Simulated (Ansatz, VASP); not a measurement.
Given: the input of a run of Ansatz 0.2.0 on Ta4C3.

The input input.yaml:

```yaml
crystal:
  lattice:
    - [4.3852022704, 0.0, 0.0]
    - [0.0, 4.3852022704, 0.0]
    - [0.0, 0.0, 4.3852022704]
  atoms:
    - { symbol: Ta, position: [0.0, 0.0, 0.0] }
    - { symbol: Ta, position: [0.5, 0.5, 0.0] }
    - { symbol: Ta, position: [0.5, 0.0, 0.5] }
    - { symbol: Ta, position: [0.0, 0.5, 0.5] }
    - { symbol: C, position: [0.0, 0.0, 0.5] }
    - { symbol: C, position: [0.0, 0.5, 0.0] }
    - { symbol: C, position: [0.5, 0.0, 0.0] }
kpoints:
  mp_grid: { grid: [6, 6, 6] }
scf:
  occupations: { method: fermi_dirac, width: 0.05 }
hamiltonian:
  xc: pbesol
  pseudopotentials: { kind: all_electron, lapw: { basis_error: 0.001 } }
output:
  forces: true
  stress: true
  eigenvalues: true
```

Potentials or basis: all-electron LAPW, scalar-relativistic.

Launch:

```sh
$ ansatz run input.yaml --threads 4 --pin off --max-ram 12288MiB --backend cpu --events-out ev --progress --plain --runs-dir out
```

Translate it to VASP 6.6.1. Potentials there: VASP PAW PBE potentials, release 64 (Ta_pv, C).

As run (the cutoff follows the program's own potentials):

File INCAR:

```
SYSTEM = Ta4C3
ALGO = Normal
EDIFF = 1E-6
ENCUT = 520
GGA = PS
ISIF = 2
ISMEAR = -1
LASPH = .TRUE.
LCHARG = .FALSE.
LREAL = .FALSE.
LWAVE = .FALSE.
NBANDS = 37
NELM = 100
PREC = Accurate
SIGMA = 0.05
```

KPOINTS

```
k-points
0
G
  6 6 6
  0 0 0
```

The input POSCAR:

```
Ta4C3
1.0
    4.3852022704      0.0000000000      0.0000000000
    0.0000000000      4.3852022704      0.0000000000
    0.0000000000      0.0000000000      4.3852022704
Ta C
4 3
Direct
    0.0000000000      0.0000000000      0.0000000000
    0.5000000000      0.5000000000      0.0000000000
    0.5000000000      0.0000000000      0.5000000000
    0.0000000000      0.5000000000      0.5000000000
    0.0000000000      0.0000000000      0.5000000000
    0.0000000000      0.5000000000      0.0000000000
    0.5000000000      0.0000000000      0.0000000000
```

Potentials or basis: VASP PAW PBE potentials, release 64 (Ta_pv, C).

Command:

```bash
$ cat potpaw_PBE.64/Ta_pv/POTCAR potpaw_PBE.64/C/POTCAR > POTCAR
$ mpirun -np 1 vasp_std > vasp.out
```

Both were run:

|  | VASP | Ansatz | Ansatz less VASP |
| --- | --- | --- | --- |
| gap on the k mesh at the Fermi level (eV) | none | none | - |
| pressure (GPa) | 4.5 | 3.5 | -0.96 |

VASP's potentials were made for PBE, not for PBEsol. A gap of «none» marks a metal or a gap that the smearing closes. Ansatz ran all-electron here, and VASP with PAW potentials.

Spin-orbit coupling is off throughout.
